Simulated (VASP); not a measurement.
# C (Fmmm) in VASP: further runs

C is run at these levels: PBEsol; tasks: electric field gradients.

Everything below comes from runs of VASP 6.6.1. Logs are shortened: lines on timing, memory, paths and dates and some standing lists are left out, and cuts for length are marked.

## Step 1: The cell of the first run

The structure is orthorhombic, space group Fmmm (No. 69). Conventional cell: a = 2.406 Å, b = 4.167 Å, c = 6.559 Å, α = 90.00°, β = 90.00°, γ = 90.00°. Within 1.9 Å of C (site symmetry m2m) lie 3 C at 1.39 Å.

## Step 2: Electric field gradients, PBEsol (8.22 Å³/atom)

The input, INCAR:

```
PREC     = Accurate       # precision mode
ENCUT    = 520            # plane-wave cutoff, eV
EDIFF    = 1E-8           # SCF threshold, eV
ISMEAR   = -1             # smearing method
SIGMA    = 0.05           # smearing width, eV
LREAL    = False          # projectors in reciprocal space
LASPH    = True           # aspherical terms in the spheres
NELM     = 60             # most SCF steps
ALGO     = Normal         # electronic algorithm
ISIF     = 2              # what is computed and relaxed
LWAVE    = False          # write WAVECAR
LCHARG   = False          # write CHGCAR
GGA      = PS             # functional
LEFG     = True         
NBANDS   = 11             # bands
```

The input, KPOINTS:

```
regular mesh
0
Gamma
  18 18 18
```

The input, POSCAR:

```
C
1.0
    0.0000000000      2.0835796532      3.2796542920
    1.2029317415      0.0000000000      3.2796542920
    1.2029317415      2.0835796532      0.0000000000
C
2
Direct
    0.1666700000      0.8333300000      0.1666700000
    0.8333300000      0.1666700000      0.8333300000
```

Potentials or basis: VASP PAW PBE potentials, release 64 (C).

Launch:

```console
$ cat potpaw_PBE.64/C/POTCAR > POTCAR
$ mpirun -np 1 vasp_std > vasp.out
```

OUTCAR:

```text
PREC = Accurate
   ENCUT = 520
   EDIFF = 1E-8
   ISMEAR = -1
   LREAL = False
   LASPH = True
   NELM = 60
   ISIF = 2
   GGA = PS

 ion  position               nearest neighbor table
   1  0.167  0.833  0.167-   2 1.39   2 1.39   2 1.39
   2  0.833  0.167  0.833-   1 1.39   1 1.39   1 1.39

  LATTYP: Found a face centered orthorhombic cell.
 ALAT       =     2.4058634830
 B/A-ratio  =     1.7320846905
 C/A-ratio  =     2.7263843648

  Lattice vectors:

 A1 = (   0.0000000000,   2.0835796532,   3.2796542920)
 A2 = (   1.2029317415,   0.0000000000,   3.2796542920)
 A3 = (   1.2029317415,   2.0835796532,   0.0000000000)

Analysis of symmetry for initial positions (statically):
=====================================================================
 Subroutine PRICEL returns:
 Original cell was already a primitive cell.

 Routine SETGRP: Setting up the symmetry group for a
 face centered orthorhombic supercell.

 Subroutine GETGRP returns: Found  8 space group operations
 (whereof  8 operations were pure point group operations)
 out of a pool of  8 trial point group operations.

The static configuration has the point symmetry D_2h.

Analysis of symmetry for dynamics (positions and initial velocities):
=====================================================================
 Subroutine PRICEL returns:
 Original cell was already a primitive cell.

 Routine SETGRP: Setting up the symmetry group for a
 face centered orthorhombic supercell.

 Subroutine GETGRP returns: Found  8 space group operations
 (whereof  8 operations were pure point group operations)
 out of a pool of  8 trial point group operations.

The dynamic configuration has the point symmetry D_2h.

 Subroutine INISYM returns: Found  8 space group operations
 (whereof  8 operations are pure point group operations),
 and found     1 'primitive' translations

----------------------------------------------------------------------------------------

                                     Primitive cell

  volume of cell :      16.4403

  direct lattice vectors                    reciprocal lattice vectors
     0.000000000  2.083579653  3.279654292    -0.415651182  0.239971627  0.152455093
     1.202931742  0.000000000  3.279654292     0.415651182 -0.239971627  0.152455093
     1.202931742  2.083579653  0.000000000     0.415651182  0.239971627 -0.152455093

  length of vectors
     3.885541976  3.493304603  2.405898781     0.503582011  0.503582011  0.503582011

  position of ions in fractional coordinates (direct lattice)
     0.166670000  0.833330000  0.166670000
     0.833330000  0.166670000  0.833330000

  ion indices of the primitive-cell ions
   primitive index   ion index
                 1           1
                 2           2

----------------------------------------------------------------------------------------

 KPOINTS: regular mesh

Automatic generation of k-mesh.
 Grid dimensions read from file:
 generate k-points for:   18   18   18

 Generating k-lattice:

  Cartesian coordinates                     Fractional coordinates (reciprocal lattice)
    -0.023091732  0.013331757  0.008469727     0.055555556  0.000000000 -0.000000000
     0.023091732 -0.013331757  0.008469727     0.000000000  0.055555556  0.000000000
     0.023091732  0.013331757 -0.008469727    -0.000000000  0.000000000  0.055555556

  Length of vectors
     0.027976778  0.027976778  0.027976778

  Shift w.r.t. Gamma in fractional coordinates (k-lattice)
     0.000000000  0.000000000  0.000000000

 Subroutine IBZKPT returns following result:
 ===========================================

 Found    865 irreducible k-points:

 Following reciprocal coordinates:
            Coordinates               Weight
  0.000000  0.000000  0.000000      1.000000
  0.055556  0.000000  0.000000      8.000000
  0.111111  0.000000  0.000000      8.000000
  0.166667  0.000000  0.000000      8.000000
  0.222222  0.000000  0.000000      8.000000
  0.277778  0.000000  0.000000      8.000000
[... 16 lines left out ...]
 -0.277778  0.055556 -0.000000      8.000000
 -0.222222  0.055556  0.000000      8.000000
 [... further k-points ...]
   k-points           NKPTS =    865   k-points in BZ     NKDIM =    865   number of bands    NBANDS=     11
   number of dos      NEDOS =    301   number of ions     NIONS =      2
   total plane-waves  NPLWV =  15120
   dimension x,y,z NGX =    30 NGY =   28 NGZ =   18
   dimension x,y,z NGXF=    60 NGYF=   56 NGZF=   36
   ions per type =               2
   NGX,Y,Z   is equivalent  to a cutoff of  12.84, 13.33, 12.44 a.u.
   NGXF,Y,Z  is equivalent  to a cutoff of  25.67, 26.65, 24.88 a.u.
 SYSTEM =  unknown system
   PREC   = accura    normal or accurate (medium, high low for compatibility)
   ISTART =      0    job   : 0-new  1-cont  2-samecut
   ICHARG =      2    charge: 1-file 2-atom 10-const
   ISPIN  =      1    spin polarized calculation?
   LNONCOLLINEAR =      F non collinear calculations
   LSORBIT =      F    spin-orbit coupling
   LASPH  =      T    aspherical Exc in radial PAW
   ENCUT  =  520.0 eV  38.22 Ry    6.18 a.u.   7.22  6.50  4.47*2*pi/ulx,y,z
   NELM   =     60;   NELMIN=  2; NELMDL= -5     # of ELM steps
   EDIFF  = 0.1E-07   stopping-criterion for ELM
   LREAL  =      F    real-space projection
   EDIFFG = 0.1E-06   stopping-criterion for IOM
   NSW    =      0    number of steps for IOM
   IBRION =     -1    ionic relax: 0-MD 1-quasi-New 2-CG
   NFREE  =      0    steps in history (QN), initial steepest desc. (CG)
   ISIF   =      2    stress and relaxation
   ISYM   =      2    0-nonsym 1-usesym 2-fastsym
   POTIM  = 0.5000    time-step for ionic-motion
   TEBEG  =    0.0;   TEEND  =   0.0 temperature during run
   PSTRESS=    0.0 pullay stress
   NELECT =       8.0000    total number of electrons
   NUPDOWN=      -1.0000    fix difference up-down
   EMIN   =  10.00;   EMAX   =-10.00  energy-range for DOS
   EFERMI =   0.00;   METHOD = LEGACY
   ISMEAR =    -1;   SIGMA  =   0.05  broadening in eV -4-tet -1-fermi 0-gaus
   EFERMI_NEDOS =   21; number of points for ismear=-14 and -15
   IALGO  =     38    algorithm
   IMIX   =      4    mixing-type and parameters
     AMIX     =   0.40;   BMIX     =  1.00
     AMIX_MAG =   1.60;   BMIX_MAG =  1.00
  volume/ion in A,a.u.               =       8.22        55.47
  Fermi-wavevector in a.u.,A,eV,Ry     =   1.287662  2.433328 22.559448  1.658073
  Thomas-Fermi vector in A             =   2.419662
   LORBIT       =      0    0 simple, 1 ext, 2 COOP (PROOUT), +10 PAW based schemes
   GGA     = PS    functional components
   LHFCALC =     F    Hartree Fock is set to
   AEXX    =    0.0000 exact exchange contribution
   IVDW    =     0    specifies the selected vdW correction
   LEPSILON=     F    determine dielectric tensor
   LRPA    =     F    only Hartree local field effects (RPA)
 non-spin polarized calculation
  energy-cutoff  :      520.00
  volume of cell :       16.44
 maximum number of plane-waves:       461
 NGX is ok and might be reduce to    30
   NGX = 15   NGY = 13   NGZ =  9

 number of electron       7.9999999 magnetization

 Free energy of the ion-electron system (eV)
  ---------------------------------------------------
  ext. energy  EPLUGINS =         0.00000000
  ---------------------------------------------------
  free energy    TOTEN  =       -19.20427015 eV

  energy without entropy =      -19.20407775  energy(sigma->0) =      -19.20417395

 E-fermi :   5.2468     XC(G=0): -10.8537

 val. band max:        5.2042227274   @ k =  -0.2778   0.0556   0.3333
 cond. band min:       5.2924004967   @ k =  -0.2222   0.1111   0.3333
 fundamental gap:      0.0881777693
 Fermi energy:         5.2468499503

 k-point     1 :       0.0000    0.0000    0.0000
  band No.  band energies     occupation
      1     -14.9764      2.00000
      2      -1.7066      2.00000
      3       2.3161      2.00000
      4       2.3443      2.00000
      5       9.1975      0.00000
      6      14.0488      0.00000
      7      14.1306      0.00000
      8      17.5716      0.00000
      9      19.6966      0.00000
     10      28.5641      0.00000
     11      31.7863      0.00000
[... 309 lines left out ...]
 k-point    24 :      -0.2222    0.0556    0.0000
  band No.  band energies     occupation
      1     -13.0492      2.00000
      2      -2.9361      2.00000
      3      -0.1380      2.00000
      4       0.2751      2.00000
      5      11.6335      0.00000
      6      12.0061      0.00000
      7      13.9325      0.00000
      8      20.5571      0.00000
      9      22.7637      0.00000
     10      24.0604      0.00000
     11      29.2000      0.00000

 [... further k-points ...]

------------------------ aborting loop because EDIFF is reached ----------------------------------------

  FORCE on cell =-STRESS in cart. coord.  units (eV):
  Direction    XX          YY          ZZ          XY          YZ          ZX
  --------------------------------------------------------------------------------------
  -------------------------------------------------------------------------------------
  Total        3.2908369      3.2263428      0.2499304      0.0000000      0.0000000      0.0000000
  in kB      320.7065185    314.4212836     24.3568195      0.0000000      0.0000000      0.0000000
  external PRESSURE =     219.8282072 kB  Pullay stress =       0.0000000 kB

 VOLUME and BASIS-vectors are now :
 -----------------------------------------------------------------------------
  energy-cutoff  :      520.00
  volume of cell :       16.44
      direct lattice vectors                 reciprocal lattice vectors
     0.000000000  2.083579653  3.279654292    -0.415651182  0.239971627  0.152455093
     1.202931742  0.000000000  3.279654292     0.415651182 -0.239971627  0.152455093
     1.202931742  2.083579653  0.000000000     0.415651182  0.239971627 -0.152455093

 POSITION                                       TOTAL-FORCE (eV/Angst)
 -----------------------------------------------------------------------------------
      1.20293      0.69454      3.27965         0.000000      0.004212      0.000000
      1.20293      3.47262      3.27965         0.000000     -0.004212      0.000000
 -----------------------------------------------------------------------------------
    total drift:                               -0.000000     -0.000000     -0.000000

  FREE ENERGIE OF THE ION-ELECTRON SYSTEM (eV)
  ---------------------------------------------------
  free  energy   TOTEN  =       -19.2042701498 eV

  energy  without entropy=      -19.2040777481  energy(sigma->0) =      -19.20417395

 Electric field gradients (V/A^2)
---------------------------------------------------------------------
 ion       V_xx      V_yy      V_zz      V_xy      V_xz      V_yz
---------------------------------------------------------------------
   1     -17.661   -17.615    35.277     0.000     0.000     0.000
   2     -17.661   -17.615    35.277     0.000     0.000     0.000
---------------------------------------------------------------------

 Electric field gradients after diagonalization (V/A^2)
 (convention: |V_zz| > |V_xx| > |V_yy|)
----------------------------------------------------------------------
 ion       V_xx      V_yy      V_zz     asymmetry (V_yy - V_xx)/ V_zz
----------------------------------------------------------------------
   1     -17.661   -17.615    35.277       0.001
   2     -17.661   -17.615    35.277       0.001
----------------------------------------------------------------------

           NMR quadrupolar parameters

 Cq : quadrupolar parameter    Cq=e*Q*V_zz/h
 eta: asymmetry parameters     (V_yy - V_xx)/ V_zz
 Q  : nuclear electric quadrupole moment in mb (millibarn)
----------------------------------------------------------------------
 ion       Cq(MHz)       eta       Q (mb)
----------------------------------------------------------------------
   1       0.085       0.001       1.000
   2       0.085       0.001       1.000
----------------------------------------------------------------------
```

It took 95 s on 1 thread of Intel Xeon 6975P-C (Granite Rapids), shared host; peak memory 0.24 GiB.

Results:

```yaml
Free_energy: -19.2043 eV
Pressure: 22.0 GPa
Largest_force: 0.004 eV/Å
Largest_electric_field_gradient_by_atom: C +35.3 V/Å²
```

Forces in eV/Å, atoms in the order of the input:
```
C    0.000  0.004  0.000
C    0.000 -0.004  0.000
```

Stress tensor (GPa, compression positive):
```
32.07  0.00  0.00
 0.00 31.44  0.00
 0.00  0.00  2.44
```

Electric field gradients, principal values (V/Å²):
| atom | least | middle | greatest (by size) |
| --- | --- | --- | --- |
| 1 C | -17.615 | -17.661 | 35.277 |
| 2 C | -17.615 | -17.661 | 35.277 |

Caveat: the cell stands under pressure; this functional lacks dispersion, which binds the layers, so the pressure and a relaxed spacing across them are unreliable; without QUAD_EFG the Cq values of the log hold for a quadrupole moment of 1 mb, not for the nuclei; the PAW data sets were made with another functional, which shifts forces and pressure a little.

## Step 3: Electric field gradients, PBEsol (8.57 Å³/atom)

This run uses another cell than the first one, of 8.57 Å³/atom.

The input, INCAR:

```
PREC = Accurate
ENCUT = 520
EDIFF = 1E-8
ISMEAR = -1
SIGMA = 0.05
LREAL = False
LASPH = True
NELM = 100
ALGO = Normal
ISIF = 2
LWAVE = False
LCHARG = False
GGA = PS
LEFG = True
NBANDS = 11
```

KPOINTS is that of step 2.

The input, POSCAR:

```
C
1.0
    0.0000000000      2.1127244021      3.3255295243
    1.2197581409      0.0000000000      3.3255295243
    1.2197581409      2.1127244021      0.0000000000
C
2
Direct
    0.1666700000      0.8333300000      0.1666700000
    0.8333300000      0.1666700000      0.8333300000
```

Potentials or basis: VASP PAW PBE potentials, release 64 (C).

Launch:

```console
$ cat potpaw_PBE.64/C/POTCAR > POTCAR
$ mpirun -np 1 vasp_std > vasp.out
```

OUTCAR:

```text
PREC = Accurate
   ENCUT = 520
   EDIFF = 1E-8
   ISMEAR = -1
   LREAL = False
   LASPH = True
   NELM = 100
   ISIF = 2
   GGA = PS

 ion  position               nearest neighbor table
   1  0.167  0.833  0.167-   2 1.41   2 1.41   2 1.41
   2  0.833  0.167  0.833-   1 1.41   1 1.41   1 1.41

  LATTYP: Found a face centered orthorhombic cell.
 ALAT       =     2.4395162818
 B/A-ratio  =     1.7320846906
 C/A-ratio  =     2.7263843649

  Lattice vectors:

 A1 = (   0.0000000000,   2.1127244021,   3.3255295243)
 A2 = (   1.2197581409,   0.0000000000,   3.3255295243)
[... 549 lines left out ...]
  free  energy   TOTEN  =       -19.2696485883 eV

  energy  without entropy=      -19.2694442215  energy(sigma->0) =      -19.26954640

 Electric field gradients (V/A^2)
---------------------------------------------------------------------
 ion       V_xx      V_yy      V_zz      V_xy      V_xz      V_yz
---------------------------------------------------------------------
   1     -16.512   -16.469    32.982    -0.000     0.001     0.000
   2     -16.512   -16.469    32.982    -0.000     0.001     0.000
---------------------------------------------------------------------

 Electric field gradients after diagonalization (V/A^2)
 (convention: |V_zz| > |V_xx| > |V_yy|)
----------------------------------------------------------------------
 ion       V_xx      V_yy      V_zz     asymmetry (V_yy - V_xx)/ V_zz
----------------------------------------------------------------------
   1     -16.512   -16.469    32.982       0.001
   2     -16.512   -16.469    32.982       0.001
----------------------------------------------------------------------

           NMR quadrupolar parameters

 Cq : quadrupolar parameter    Cq=e*Q*V_zz/h
 eta: asymmetry parameters     (V_yy - V_xx)/ V_zz
 Q  : nuclear electric quadrupole moment in mb (millibarn)
----------------------------------------------------------------------
 ion       Cq(MHz)       eta       Q (mb)
----------------------------------------------------------------------
   1       0.080       0.001       1.000
   2       0.080       0.001       1.000
----------------------------------------------------------------------
```

stdout:

```text
POSCAR found type information on POSCAR C
 POSCAR found :  1 types and       2 ions
 scaLAPACK will be used
 -----------------------------------------------------------------------------
|                                                                             |
|                                                                             |
|     You enforced a specific xc type in the INCAR file but a different       |
|     I HOPE YOU KNOW WHAT YOU ARE DOING!                                     |
|                                                                             |
 -----------------------------------------------------------------------------

 LDA part: xc-table for (Slater+PW92), standard interpolation
 POSCAR, INCAR and KPOINTS ok, starting setup
 FFT: planning ... GRIDC
 FFT: planning ... GRID_SOFT
 FFT: planning ... GRID
 WAVECAR not read
 entering main loop
ion   1

ion   2
```

Run time: 1.8 min. Hardware: 1 thread of Intel Xeon 6975P-C (Granite Rapids), shared host; peak memory 0.24 GiB.

Results:

```
Free energy                             : -19.2696 eV
Pressure                                : 8.2 GPa
Largest force                           : 0.004 eV/Å
Largest electric field gradient by atom : C +33.0 V/Å²
```

Forces on the atoms (eV/Å):
```
C    0.000  0.004  0.000
C    0.000 -0.004  0.000
```

Electric field gradients, principal values (V/Å²):
| atom | least | middle | greatest (by size) |
| --- | --- | --- | --- |
| 1 C | -16.469 | -16.512 | 32.982 |
| 2 C | -16.469 | -16.512 | 32.982 |

Caveat: the cell stands under pressure; this functional lacks dispersion, which binds the layers, so the pressure and a relaxed spacing across them are unreliable; without QUAD_EFG the Cq values of the log hold for a quadrupole moment of 1 mb, not for the nuclei; the PAW data sets were made with another functional, which shifts forces and pressure a little.

[end of part 1 of 2]
